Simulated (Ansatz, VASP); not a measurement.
WC in VASP and in Ansatz

Contents of INCAR:

```
SYSTEM = WC
PREC     = Accurate       ! precision mode
ENCUT    = 520            ! plane-wave cutoff, eV
EDIFF    = 1E-6           ! SCF threshold, eV
ISMEAR   = -1             ! smearing method
SIGMA    = 0.15           ! smearing width, eV
LREAL    = .False.        ! projectors in reciprocal space
LASPH    = .True.         ! aspherical terms in the spheres
NELM     = 80             ! most SCF steps
ALGO     = Normal         ! electronic algorithm
ISIF     = 2              ! what is computed and relaxed
LWAVE    = .False.        ! write WAVECAR
LCHARG   = .True.         ! write CHGCAR
LELF     = .True.         ! ELF
LVHAR    = .True.       
NBANDS   = 16             ! bands
```

Contents of KPOINTS:

```
Automatic mesh
0
Gamma
  8 8 8
  0 0 0
```

Contents of POSCAR:

```
WC
1.0
    0.0000000000      2.1926800000      2.1926800000
    2.1926800000      0.0000000000      2.1926800000
    2.1926800000      2.1926800000      0.0000000000
W C
1 1
Direct
    1.0021885032      0.0141314968      0.9901214968
    0.4918800000      0.5087100000      0.5022500000
```

Input for Ansatz:

```yaml
crystal:
  lattice:
    - [0.0, 2.19268, 2.19268]
    - [2.19268, 0.0, 2.19268]
    - [2.19268, 2.19268, 0.0]
  atoms:
    - { symbol: W, position: [1.0021885032015616, 0.01413149679843844, 0.9901214967984385] }
    - { symbol: C, position: [0.49188, 0.50871, 0.50225] }
basis:
  ecutwfc: 540.0
  xc_grid: 2
kpoints:
  mp_grid:
    grid: [8, 8, 8]
hamiltonian:
  xc: lda
scf:
  convergence:
    dr2_threshold: 1.0e-09
  occupations:
    method: fermi_dirac
    width: 0.15
output:
  forces: true
  stress: true
```

Alike in both runs: task single point; functional LDA; k mesh 8 × 8 × 8; occupations fermi-dirac, width 0.15 eV; no spin polarisation.

|  | VASP | Ansatz |
| --- | --- | --- |
| version | VASP 6.6.1 | Ansatz 0.2.0 |
| potentials or method | VASP PAW LDA potentials, release 64 (W_sv, C), cutoff 520 eV | plane waves, PAW |
| valence electrons in the cell | 18 | 18 |

Ansatz gave:

```
pressure (GPa)                                                : -15.2
traceless stress, the component that is largest in VASP (GPa) : 0.36
rms of the force components (eV/Å)                            : 0.129
```

Problem. Estimate VASP's values.

Solution. Pressure (GPa): -13.0; traceless stress, the component that is largest in VASP (GPa): 0.37; rms of the force components (eV/Å): 0.134.

LDA's correlation is that of Perdew and Zunger in VASP and of Perdew and Wang (1992) in Ansatz. Atom by atom the forces differ by 0.005 eV/Å (rms over components). Ansatz's warnings: stress scf threshold loose.

Spin-orbit coupling is off throughout.
